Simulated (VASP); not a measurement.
# WSe2 in VASP: further runs, part 2 of 2

VASP 6.6.1. The steps go on from the part before.

## (3) Single point, PBE (atom 5 (Se) moved -0.150 Å along Cartesian [1 1 0])

File INCAR:

```
SYSTEM = WSe2
ALGO = Normal ; EDIFF = 1E-7
ENCUT = 520 ; GGA = PE
ISIF = 2 ; ISMEAR = 0
LASPH = .TRUE. ; LCHARG = .FALSE.
LREAL = .FALSE. ; LWAVE = .FALSE.
NBANDS = 49 ; NELM = 80
PREC = Accurate ; SIGMA = 0.05
```

File KPOINTS:

```
k-points
0
G
  12 12 1
  0 0 0
```

File POSCAR:

```
WSe2
1.0
    3.3206078107      0.0000000000      0.0000000000
   -1.6603039053      2.8757307201      0.0000000000
    0.0000000000      0.0000000000     31.0209653925
W Se
3 6
Direct
    0.6666666667      0.3333333333      0.0000000000
    0.3333333333      0.6666666667      0.7543470704
    0.3333333333      0.6666666667      0.2456529296
    0.3333333333      0.6666666667      0.0541018954
    0.6162833422      0.2964501800      0.8084497294
    0.6666666667      0.3333333333      0.2997487775
    0.3333333333      0.6666666667      0.9458981046
    0.6666666667      0.3333333333      0.7002512225
    0.6666666667      0.3333333333      0.1915502706
```

Potentials or basis: VASP PAW PBE potentials, release 64 (W_sv, Se).

Started as:

```console
> cat potpaw_PBE.64/W_sv/POTCAR potpaw_PBE.64/Se/POTCAR > POTCAR
> mpirun -np 1 vasp_std > vasp.out
```

OUTCAR:

```text
SYSTEM = WSe2
   EDIFF = 1E-7
   ENCUT = 520
   GGA = PE
   ISIF = 2
   ISMEAR = 0
   LASPH = .TRUE.
   LREAL = .FALSE.
   NELM = 80
   PREC = Accurate

 ion  position               nearest neighbor table
   1  0.667  0.333  0.000-   4 2.55   7 2.55   4 2.55   7 2.55   4 2.55   7 2.55
   2  0.333  0.667  0.754-   5 2.47   5 2.52   8 2.55   8 2.55   8 2.55   5 2.66
   3  0.333  0.667  0.246-   6 2.55   6 2.55   6 2.55   9 2.55   9 2.55   9 2.55
   4  0.333  0.667  0.054-   1 2.55   1 2.55   1 2.55
   5  0.616  0.296  0.808-   2 2.47   2 2.52   2 2.66
   6  0.667  0.333  0.300-   3 2.55   3 2.55   3 2.55
   7  0.333  0.667  0.946-   1 2.55   1 2.55   1 2.55
   8  0.667  0.333  0.700-   2 2.55   2 2.55   2 2.55
   9  0.667  0.333  0.192-   3 2.55   3 2.55   3 2.55

  LATTYP: Found a hexagonal cell.
 ALAT       =     3.3206078107
 C/A-ratio  =     9.3419539918

  Lattice vectors:

 A1 = (   3.3206078107,   0.0000000000,   0.0000000000)
 A2 = (  -1.6603039053,   2.8757307201,   0.0000000000)
 A3 = (   0.0000000000,   0.0000000000,  31.0209653925)

Analysis of symmetry for initial positions (statically):
=====================================================================
 Subroutine PRICEL returns:
 Original cell was already a primitive cell.

 Routine SETGRP: Setting up the symmetry group for a
 hexagonal supercell.

 Subroutine GETGRP returns: Found  1 space group operations
 (whereof  1 operations were pure point group operations)
 out of a pool of 24 trial point group operations.

The static configuration has the point symmetry C_1 .

Analysis of symmetry for dynamics (positions and initial velocities):
=====================================================================
 Subroutine PRICEL returns:
 Original cell was already a primitive cell.

 Routine SETGRP: Setting up the symmetry group for a
 hexagonal supercell.

 Subroutine GETGRP returns: Found  1 space group operations
 (whereof  1 operations were pure point group operations)
[... 143 lines left out ...]
   AEXX    =    0.0000 exact exchange contribution
   IVDW    =     0    specifies the selected vdW correction
   LEPSILON=     F    determine dielectric tensor
   LRPA    =     F    only Hartree local field effects (RPA)
 non-spin polarized calculation
 Gauss-broadening in eV      SIGMA  =   0.05
  energy-cutoff  :      520.00
  volume of cell :      296.22
 maximum number of plane-waves:      8016
 NGX is ok and might be reduce to    28
   NGX = 13   NGY = 13   NGZ =115

 number of electron      78.0000006 magnetization

 Free energy of the ion-electron system (eV)
  ---------------------------------------------------
  ext. energy  EPLUGINS =         0.00000000
  ---------------------------------------------------
  free energy    TOTEN  =       -64.78819726 eV

  energy without entropy =      -64.78819726  energy(sigma->0) =      -64.78819726

 E-fermi :   2.1217     XC(G=0):  -7.2436

 val. band max:        1.7383694426   @ k =   0.3333   0.3333   0.0000
 cond. band min:       3.2395191147   @ k =  -0.3333   0.1667   0.0000
 fundamental gap:      1.5011496721
 Fermi energy:         2.1216722429

 k-point     1 :       0.0000    0.0000    0.0000
  band No.  band energies     occupation
      1     -72.3664      2.00000
      2     -72.3660      2.00000
      3     -72.3626      2.00000
      4     -36.5874      2.00000
      5     -36.5854      2.00000
      6     -36.5849      2.00000
[... 1237 lines left out ...]
     48       4.3791      0.00000
     49       5.4224      0.00000

 [... further k-points ...]

------------------------ aborting loop because EDIFF is reached ----------------------------------------

  FORCE on cell =-STRESS in cart. coord.  units (eV):
  Direction    XX          YY          ZZ          XY          YZ          ZX
  --------------------------------------------------------------------------------------
  -------------------------------------------------------------------------------------
  Total        0.0444303      0.7708834      0.7905023     -0.3672463      1.4609855      1.2123275
  in kB        0.2403084      4.1694440      4.2755559     -1.9863092      7.9019698      6.5570642
  external PRESSURE =       2.8951027 kB  Pullay stress =       0.0000000 kB

 VOLUME and BASIS-vectors are now :
 -----------------------------------------------------------------------------
  energy-cutoff  :      520.00
  volume of cell :      296.22
      direct lattice vectors                 reciprocal lattice vectors
     3.320607811  0.000000000  0.000000000     0.301149686  0.173868852  0.000000000
    -1.660303905  2.875730720  0.000000000     0.000000000  0.347737705  0.000000000
     0.000000000  0.000000000 31.020965392     0.000000000  0.000000000  0.032236263

 POSITION                                       TOTAL-FORCE (eV/Angst)
 -----------------------------------------------------------------------------------
      1.66030      0.95858      0.00000        -0.000100     -0.000119     -0.000052
     -0.00000      1.91715     23.40057        -0.840582     -0.942010     -0.204229
     -0.00000      1.91715      7.62039         0.000000      0.000002      0.000220
     -0.00000      1.91715      1.67829         0.000001      0.000009      0.043875
      1.55424      0.85251     25.07889         0.782265      0.907012      0.257981
      1.66030      0.95858      9.29850         0.000004      0.000004      0.044146
     -0.00000      1.91715     29.34267        -0.000229     -0.000199     -0.043864
      1.66030      0.95858     21.72247         0.058642      0.035302     -0.054244
      1.66030      0.95858      5.94207        -0.000001     -0.000001     -0.043834
 -----------------------------------------------------------------------------------
    total drift:                                0.000010      0.000004     -0.000009

  FREE ENERGIE OF THE ION-ELECTRON SYSTEM (eV)
  ---------------------------------------------------
  free  energy   TOTEN  =       -64.7881972597 eV

  energy  without entropy=      -64.7881972597  energy(sigma->0) =      -64.78819726
```

Wall time 59 min (1 thread of Oxide Virtual Turin-like, shared host); peak memory 0.97 GiB.

Results:

```yaml
Free_energy: -64.7882 eV
Largest_force: 1.279 eV/Å
Band_gap_on_the_k_mesh: 1.50 eV (least direct gap 1.52 eV)
```

Forces on the atoms (eV/Å):
```
W    0.000  0.000  0.000
W   -0.841 -0.942 -0.204
W    0.000  0.000  0.000
Se   0.000  0.000  0.044
Se   0.782  0.907  0.258
Se   0.000  0.000  0.044
Se   0.000  0.000 -0.044
Se   0.059  0.035 -0.054
Se   0.000  0.000 -0.044
```

Caveat: the cell differs from its parent crystal (atom 5 (Se) moved -0.150 Å along Cartesian [1 1 0]); spin-orbit coupling is left out, which moves the levels of the heavy elements.
